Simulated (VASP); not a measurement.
Br:

```xyz
4
Lattice="3.3632 -2.3226 0.0000 3.3632 2.3226 0.0000 0.0000 0.0000 8.7023" Properties=species:S:1:pos:R:3 pbc="T T T"
Br    3.3632    0.6266    3.3948
Br    3.3632    1.6959    7.7459
Br    3.3632   -0.6266    5.3075
Br    3.3632   -1.6959    0.9564
```

| Quantity | Value |
| --- | --- |
| Program | VASP 6.6.1 |
| Task | relaxation of cell and atoms |
| Functional | revPBE |
| Potentials or basis | VASP PAW PBE potentials, release 64 (Br) |
| Cutoff | 600 eV |
| k mesh | 7 × 7 × 3 |
| Occupations | fermi-dirac, width 0.05 eV |
| Spin | no spin polarisation |

At the start: pressure 3.1 GPa; volume 33.99 Å³/atom.

Where does the relaxation end?

Over 46 steps the energy falls by 94.6 meV/atom and the volume is 53.79 Å³/atom (+58.3 %); space group Cmce (No. 64, to 0.1 Å) before and after.

Step by step:
```
step  energy change (eV)  largest force (eV/Å)  pressure (GPa)  volume (Å³)
   1              0.0000                0.8579            3.09       135.95
   3             -0.0970                0.2177            0.57       142.56
   5             -0.2405                0.1264            0.25       159.33
   7             -0.3474                0.4147            0.43       241.96
   9             -0.3591                0.0294           -0.03       249.62
  11             -0.3604                0.0275           -0.03       247.72
  13             -0.3681                0.0541           -0.12       232.46
  15             -0.3697                0.0892           -0.17       224.28
  17             -0.3714                0.0065           -0.04       219.66
  19             -0.3716                0.0336            0.00       217.86
  21             -0.3723                0.0220           -0.01       215.46
  23             -0.3730                0.0178           -0.03       205.99
  25             -0.3735                0.0651            0.09       207.37
  27             -0.3740                0.0339            0.05       207.24
  29             -0.3747                0.0095            0.05       204.49
  31             -0.3753                0.0594           -0.06       206.89
  33             -0.3755                0.0571           -0.06       207.30
  35             -0.3763                0.0463           -0.05       209.14
  37             -0.3781                0.0080           -0.02       216.53
  39             -0.3782                0.0123            0.00       217.92
  41             -0.3782                0.0361            0.04       217.07
  43             -0.3783                0.0240            0.01       217.34
  45             -0.3784                0.0116            0.01       216.40
  46             -0.3785                0.0055            0.00       215.16
```

Final structure:
```cif
data_structure
_symmetry_space_group_name_H-M 'P 1'
_symmetry_Int_Tables_number 1
_cell_length_a 5.5935
_cell_length_b 5.5935
_cell_length_c 8.9730
_cell_angle_alpha 90.000
_cell_angle_beta 90.000
_cell_angle_gamma 50.033
_cell_volume 215.16
loop_
_atom_site_label
_atom_site_type_symbol
_atom_site_fract_x
_atom_site_fract_y
_atom_site_fract_z
_atom_site_occupancy
Br1 Br 0.37763 0.62237 0.38545 1
Br2 Br 0.12237 0.87763 0.88545 1
Br3 Br 0.62237 0.37763 0.61455 1
Br4 Br 0.87763 0.12237 0.11455 1
```

Caveat: the volume moved by over 15 % at a fixed basis, so the end points are rough; this functional lacks dispersion, which holds the molecules together, so the pressure and a relaxed volume are unreliable; the PAW data sets were made with another functional, which shifts forces and pressure a little.
